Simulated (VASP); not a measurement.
Write the native input for VASP 6.6.1 that does the following.

| Item | Value |
| --- | --- |
| Task | single point |
| Functional | r2SCAN |
| Potentials or basis | VASP PAW PBE potentials, release 64 (Ag) |
| Cutoff | 520 eV |
| k mesh | 14 × 14 × 14 |
| Occupations | fermi-dirac, width 0.1 eV |
| Spin | no spin polarisation |
| Dipole correction | no |
| Further INCAR settings | ALGO = Normal; EDIFF = 1e-06; NBANDS = 12 |

The system is Ag.

```
Ag
1.0
     0.00000    2.08077    2.08077
     2.08077    0.00000    2.08077
     2.08077    2.08077    0.00000
Ag
1
Direct
  0.00000 0.00000 0.00000
```

One way to write it, as run:

POSCAR

```
Ag
1.0
    0.0000000000      2.0807657478      2.0807657478
    2.0807657478      0.0000000000      2.0807657478
    2.0807657478      2.0807657478      0.0000000000
Ag
1
Direct
    0.0000000000      0.0000000000      0.0000000000
```

INCAR.step1

```
SYSTEM = Ag
ALGO = Normal
EDIFF = 1E-4
ENCUT = 520
GGA = PE
ISMEAR = -1
LASPH = .True.
LCHARG = .False.
LREAL = .False.
LWAVE = .True.
NBANDS = 12
NELM = 60
PREC = Accurate
SIGMA = 0.1
```

INCAR.step2

```
SYSTEM = Ag
ALGO = Normal
EDIFF = 1E-6
ENCUT = 520
ISIF = 2
ISMEAR = -1
ISTART = 1
LASPH = .True.
LCHARG = .False.
LMIXTAU = .True.
LREAL = .False.
LWAVE = .False.
METAGGA = R2SCAN
NBANDS = 12
NELM = 60
PREC = Accurate
SIGMA = 0.1
```

KPOINTS

```
k-points
0
Gamma
  14 14 14
  0 0 0
```

Potentials or basis: VASP PAW PBE potentials, release 64 (Ag).

Command:

```console
$ cat potpaw_PBE.64/Ag/POTCAR > POTCAR
$ cp INCAR.step1 INCAR
$ mpirun -np 1 vasp_std > vasp.out
$ cp INCAR.step2 INCAR
$ mpirun -np 1 vasp_std > vasp.out
```

It gave:

* Pressure: -3.7 GPa
* Band gap on the k mesh: zero (an odd number of electrons rules out a gap without spin polarisation)

Caveat: the cell stands under tension; the PAW data sets were made with another functional, which shifts forces and pressure a little.

Run time: 90 s on 1 thread of Intel Xeon 8259CL, on a shared host, peak memory 0.16 GiB.
